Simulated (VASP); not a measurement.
Ca2SeO:

```
CELL_PARAMETERS angstrom
1.89942 1.09663 6.20347
-1.89942 1.09663 6.20347
0.00000 -2.19326 6.20347
ATOMIC_POSITIONS crystal
O 0.00000 0.00000 0.00000
Se 0.50000 0.50000 0.50000
Ca 0.25000 0.25000 0.25000
Ca 0.75000 0.75000 0.75000
```

```yaml
Program: VASP 6.6.1
Task: relaxation of cell and atoms
Functional: PBE
Potentials_or_basis: VASP PAW PBE potentials, release 64 (O, Se, Ca_sv)
Cutoff: 600 eV
k_mesh: 8 × 8 × 8
Occupations: fermi-dirac, width 0.02 eV
Spin: no spin polarisation
```

At the start: pressure 6.4 GPa; volume 19.38 Å³/atom.

Q: How do energy, volume and symmetry change on relaxing?

A: Over 13 steps the energy falls by 231.6 meV/atom and the volume is 19.77 Å³/atom (+2.0 %); space group R-3m (No. 166, to 0.05 Å).

The path:
| step | energy change (eV) | largest force (eV/Å) | pressure (GPa) | volume (Å³) |
| --- | --- | --- | --- | --- |
| 1 | 0.0000 | 3.5327 | 6.35 | 77.53 |
| 2 | -0.7382 | 0.7808 | -4.13 | 86.48 |
| 3 | -0.7384 | 0.7551 | -4.21 | 86.59 |
| 4 | -0.9088 | 0.2099 | -1.40 | 81.13 |
| 5 | -0.9243 | 0.0345 | -0.04 | 79.14 |
| 6 | -0.9242 | 0.0534 | 0.07 | 78.99 |
| 7 | -0.9259 | 0.0392 | 0.07 | 79.00 |
| 8 | -0.9263 | 0.0315 | 0.07 | 79.00 |
| 9 | -0.9259 | 0.0154 | 0.07 | 79.00 |
| 10 | -0.9263 | 0.0273 | 0.07 | 79.00 |
| 11 | -0.9264 | 0.0089 | -0.02 | 79.12 |
| 12 | -0.9264 | 0.0064 | -0.03 | 79.14 |
| 13 | -0.9264 | 0.0024 | 0.01 | 79.09 |

Final structure:
```yaml
crystal:
  lattice:
    - [1.89577, 1.09452, 6.35293]
    - [-1.89577, 1.09452, 6.35293]
    - [0.00000, -2.18905, 6.35293]
  atoms:
    - { symbol: O, position: [0.00000, 0.00000, 0.00000] }
    - { symbol: Se, position: [0.50000, 0.50000, 0.50000] }
    - { symbol: Ca, position: [0.26368, 0.26368, 0.26368] }
    - { symbol: Ca, position: [0.73632, 0.73632, 0.73632] }
```
